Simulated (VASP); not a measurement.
# Ca3F (Pm-3m) in VASP: a series of runs, part 2 of 2

VASP 6.6.1.

## 3. Single point, PBE

This run uses another cell than the first one, of 35.40 Å³/atom.

Input file INCAR:

```
SYSTEM = Ca3F
ALGO     = Normal         ! electronic algorithm
EDIFF    = 1E-6           ! SCF threshold, eV
ENCUT    = 520            ! plane-wave cutoff, eV
GGA      = PE             ! functional
ISIF     = 2              ! what is computed and relaxed
ISMEAR   = 0              ! smearing method
LASPH    = .TRUE.         ! aspherical terms in the spheres
LCHARG   = .FALSE.        ! write CHGCAR
LREAL    = .FALSE.        ! projectors in reciprocal space
LWAVE    = .FALSE.        ! write WAVECAR
NBANDS   = 26             ! bands
NELM     = 80             ! most SCF steps
PREC     = Accurate       ! precision mode
SIGMA    = 0.1            ! smearing width, eV
```

Input file KPOINTS:

```
k-points
0
G
  4 4 4
  0 0 0
```

Input file POSCAR:

```
Ca3F
1.0
    5.2121902354      0.0000000000      0.0000000000
    0.0000000000      5.2121902354      0.0000000000
    0.0000000000      0.0000000000      5.2121902354
Ca F
3 1
Direct
    0.0000000000      0.5000000000      0.5000000000
    0.5000000000      0.0000000000      0.5000000000
    0.5000000000      0.5000000000      0.0000000000
    0.0000000000      0.0000000000      0.0000000000
```

Potentials or basis: VASP PAW PBE potentials, release 64 (Ca_sv, F).

Launch:

```bash
cat potpaw_PBE.64/Ca_sv/POTCAR potpaw_PBE.64/F/POTCAR > POTCAR
mpirun -np 1 vasp_std > vasp.out
```

OUTCAR:

```text
SYSTEM = Ca3F
   EDIFF = 1E-6
   ENCUT = 520
   GGA = PE
   ISIF = 2
   ISMEAR = 0
   LASPH = .TRUE.
   LREAL = .FALSE.
   NELM = 80
   PREC = Accurate

 ion  position               nearest neighbor table
   1  0.000  0.500  0.500-
   2  0.500  0.000  0.500-
   3  0.500  0.500  0.000-
   4  0.000  0.000  0.000-

  LATTYP: Found a simple cubic cell.
 ALAT       =     5.2121902354

  Lattice vectors:

 A1 = (   5.2121902354,   0.0000000000,   0.0000000000)
 A2 = (   0.0000000000,   5.2121902354,   0.0000000000)
 A3 = (   0.0000000000,   0.0000000000,   5.2121902354)

Analysis of symmetry for initial positions (statically):
=====================================================================
 Subroutine PRICEL returns:
 Original cell was already a primitive cell.

 Routine SETGRP: Setting up the symmetry group for a
 simple cubic supercell.

 Subroutine GETGRP returns: Found 48 space group operations
 (whereof 48 operations were pure point group operations)
 out of a pool of 48 trial point group operations.

The static configuration has the point symmetry O_h .

Analysis of symmetry for dynamics (positions and initial velocities):
=====================================================================
 Subroutine PRICEL returns:
 Original cell was already a primitive cell.

 Routine SETGRP: Setting up the symmetry group for a
 simple cubic supercell.

 Subroutine GETGRP returns: Found 48 space group operations
 (whereof 48 operations were pure point group operations)
 out of a pool of 48 trial point group operations.

The dynamic configuration has the point symmetry O_h .

 Subroutine INISYM returns: Found 48 space group operations
 (whereof 48 operations are pure point group operations),
 and found     1 'primitive' translations

----------------------------------------------------------------------------------------

                                     Primitive cell

  volume of cell :     141.5992

  direct lattice vectors                    reciprocal lattice vectors
     5.212190235  0.000000000  0.000000000     0.191857924  0.000000000  0.000000000
     0.000000000  5.212190235  0.000000000     0.000000000  0.191857924  0.000000000
     0.000000000  0.000000000  5.212190235     0.000000000  0.000000000  0.191857924

  length of vectors
     5.212190235  5.212190235  5.212190235     0.191857924  0.191857924  0.191857924

  position of ions in fractional coordinates (direct lattice)
     0.000000000  0.500000000  0.500000000
     0.500000000  0.000000000  0.500000000
     0.500000000  0.500000000  0.000000000
     0.000000000  0.000000000  0.000000000

  ion indices of the primitive-cell ions
   primitive index   ion index
                 1           1
                 2           2
                 3           3
                 4           4

----------------------------------------------------------------------------------------

 KPOINTS: k-points

Automatic generation of k-mesh.
 Grid dimensions read from file:
 generate k-points for:    4    4    4

 Generating k-lattice:

  Cartesian coordinates                     Fractional coordinates (reciprocal lattice)
     0.047964481  0.000000000  0.000000000     0.250000000  0.000000000  0.000000000
     0.000000000  0.047964481  0.000000000     0.000000000  0.250000000  0.000000000
     0.000000000  0.000000000  0.047964481     0.000000000  0.000000000  0.250000000

  Length of vectors
     0.047964481  0.047964481  0.047964481

  Shift w.r.t. Gamma in fractional coordinates (k-lattice)
     0.000000000  0.000000000  0.000000000

 Subroutine IBZKPT returns following result:
 ===========================================

 Found     10 irreducible k-points:

 Following reciprocal coordinates:
            Coordinates               Weight
  0.000000  0.000000  0.000000      1.000000
  0.250000  0.000000  0.000000      6.000000
  0.500000  0.000000  0.000000      3.000000
  0.250000  0.250000  0.000000     12.000000
  0.500000  0.250000  0.000000     12.000000
  0.500000  0.500000  0.000000      3.000000
  0.250000  0.250000  0.250000      8.000000
  0.500000  0.250000  0.250000     12.000000
  0.500000  0.500000  0.250000      6.000000
  0.500000  0.500000  0.500000      1.000000
   k-points           NKPTS =     10   k-points in BZ     NKDIM =     10   number of bands    NBANDS=     26
   number of dos      NEDOS =    301   number of ions     NIONS =      4
   total plane-waves  NPLWV =  64000
   dimension x,y,z NGX =    40 NGY =   40 NGZ =   40
   dimension x,y,z NGXF=    80 NGYF=   80 NGZF=   80
   ions per type =               3   1
   NGX,Y,Z   is equivalent  to a cutoff of  12.76, 12.76, 12.76 a.u.
   NGXF,Y,Z  is equivalent  to a cutoff of  25.52, 25.52, 25.52 a.u.
 SYSTEM =  Ca3F
   PREC   = accura    normal or accurate (medium, high low for compatibility)
   ISTART =      0    job   : 0-new  1-cont  2-samecut
   ICHARG =      2    charge: 1-file 2-atom 10-const
   ISPIN  =      1    spin polarized calculation?
   LNONCOLLINEAR =      F non collinear calculations
   LSORBIT =      F    spin-orbit coupling
   LASPH  =      T    aspherical Exc in radial PAW
   ENCUT  =  520.0 eV  38.22 Ry    6.18 a.u.   9.69  9.69  9.69*2*pi/ulx,y,z
   NELM   =     80;   NELMIN=  2; NELMDL= -5     # of ELM steps
   EDIFF  = 0.1E-05   stopping-criterion for ELM
   LREAL  =      F    real-space projection
   EDIFFG = 0.1E-04   stopping-criterion for IOM
   NSW    =      0    number of steps for IOM
   IBRION =     -1    ionic relax: 0-MD 1-quasi-New 2-CG
   NFREE  =      0    steps in history (QN), initial steepest desc. (CG)
   ISIF   =      2    stress and relaxation
   ISYM   =      2    0-nonsym 1-usesym 2-fastsym
   POTIM  = 0.5000    time-step for ionic-motion
   TEBEG  =    0.0;   TEEND  =   0.0 temperature during run
   PSTRESS=    0.0 pullay stress
   NELECT =      37.0000    total number of electrons
   NUPDOWN=      -1.0000    fix difference up-down
   EMIN   =  10.00;   EMAX   =-10.00  energy-range for DOS
   EFERMI =   0.00;   METHOD = LEGACY
   ISMEAR =     0;   SIGMA  =   0.10  broadening in eV -4-tet -1-fermi 0-gaus
   EFERMI_NEDOS =   21; number of points for ismear=-14 and -15
   IALGO  =     38    algorithm
   IMIX   =      4    mixing-type and parameters
     AMIX     =   0.40;   BMIX     =  1.00
     AMIX_MAG =   1.60;   BMIX_MAG =  1.00
  volume/ion in A,a.u.               =      35.40       238.89
  Fermi-wavevector in a.u.,A,eV,Ry     =   1.046619  1.977823 14.903967  1.095411
  Thomas-Fermi vector in A             =   2.181464
   LORBIT       =      0    0 simple, 1 ext, 2 COOP (PROOUT), +10 PAW based schemes
   GGA     = PE    functional components
   LHFCALC =     F    Hartree Fock is set to
   AEXX    =    0.0000 exact exchange contribution
   IVDW    =     0    specifies the selected vdW correction
   LEPSILON=     F    determine dielectric tensor
   LRPA    =     F    only Hartree local field effects (RPA)
 non-spin polarized calculation
 Gauss-broadening in eV      SIGMA  =   0.10
  energy-cutoff  :      520.00
  volume of cell :      141.60
 maximum number of plane-waves:      3840
 NGX is ok and might be reduce to    40
   NGX = 19   NGY = 19   NGZ = 19

 number of electron      37.0000009 magnetization

 Free energy of the ion-electron system (eV)
  ---------------------------------------------------
  ext. energy  EPLUGINS =         0.00000000
  ---------------------------------------------------
  free energy    TOTEN  =        -9.46279851 eV

  energy without entropy =       -9.42527562  energy(sigma->0) =       -9.44403707

 E-fermi :   1.8320     XC(G=0):  -7.6425

 val. band max:        1.8298074876   @ k =   0.2500   0.2500   0.2500
 cond. band min:       1.8543231918   @ k =   0.5000   0.2500   0.2500
 fundamental gap:      0.0245157043
 Fermi energy:         1.8319925393

 k-point     1 :       0.0000    0.0000    0.0000
  band No.  band energies     occupation
      1     -40.6734      2.00000
      2     -40.6445      2.00000
      3     -40.6445      2.00000
      4     -21.7308      2.00000
      5     -21.7308      2.00000
      6     -21.7308      2.00000
[... 18 lines left out ...]
     25       4.0641      0.00000
     26       4.0641      0.00000
[... 238 lines left out ...]
      4     -21.7478      2.00000
      5     -21.7478      2.00000
      6     -21.7478      2.00000
[... 18 lines left out ...]
     25       3.6863      0.00000
     26       3.6863      0.00000

------------------------ aborting loop because EDIFF is reached ----------------------------------------

  FORCE on cell =-STRESS in cart. coord.  units (eV):
  Direction    XX          YY          ZZ          XY          YZ          ZX
  --------------------------------------------------------------------------------------
  -------------------------------------------------------------------------------------
  Total       -0.2880203     -0.2880203     -0.2880203      0.0000000      0.0000000     -0.0000000
  in kB       -3.2589144     -3.2589144     -3.2589144      0.0000000      0.0000000     -0.0000000
  external PRESSURE =      -3.2589144 kB  Pullay stress =       0.0000000 kB

 VOLUME and BASIS-vectors are now :
 -----------------------------------------------------------------------------
  energy-cutoff  :      520.00
  volume of cell :      141.60
      direct lattice vectors                 reciprocal lattice vectors
     5.212190235  0.000000000  0.000000000     0.191857924  0.000000000  0.000000000
     0.000000000  5.212190235  0.000000000     0.000000000  0.191857924  0.000000000
     0.000000000  0.000000000  5.212190235     0.000000000  0.000000000  0.191857924

 POSITION                                       TOTAL-FORCE (eV/Angst)
 -----------------------------------------------------------------------------------
      0.00000      2.60610      2.60610         0.000000      0.000000      0.000000
      2.60610      0.00000      2.60610         0.000000      0.000000      0.000000
      2.60610      2.60610      0.00000         0.000000      0.000000      0.000000
      0.00000      0.00000      0.00000         0.000000      0.000000      0.000000
 -----------------------------------------------------------------------------------
    total drift:                               -0.000000     -0.000000     -0.000000

  FREE ENERGIE OF THE ION-ELECTRON SYSTEM (eV)
  ---------------------------------------------------
  free  energy   TOTEN  =        -9.4627985095 eV

  energy  without entropy=       -9.4252756227  energy(sigma->0) =       -9.44403707
```

Run time: 15 s. Hardware: 1 thread of Intel Xeon 6975P-C (Granite Rapids), shared host; peak memory 0.24 GiB.

What came out:

```yaml
Free_energy: -9.4628 eV
Pressure: -0.3 GPa
Band_gap_on_the_k_mesh: zero (an odd number of electrons rules out a gap without spin polarisation)
```

Levels at points of the mesh, in eV from the Fermi level:
| k point | band 16 | band 17 | band 18 | band 19 | band 20 | band 21 |
| --- | --- | --- | --- | --- | --- | --- |
| (0.00, 0.00, 0.00) | -3.51 | -3.51 | -0.32 | 0.11 | 0.11 | 0.62 |
| (0.50, 0.00, 0.00) | -3.53 | -2.17 | -1.46 | 0.43 | 0.87 | 1.02 |
| (0.50, 0.50, 0.00) | -3.54 | -1.48 | -0.57 | -0.57 | 0.30 | 0.67 |
| (0.50, 0.50, 0.50) | -3.63 | -0.79 | -0.79 | -0.79 | -0.23 | 0.47 |

Caveat: an odd number of electrons without spin polarisation forces a metal; a magnetic or distorted state may lie lower.
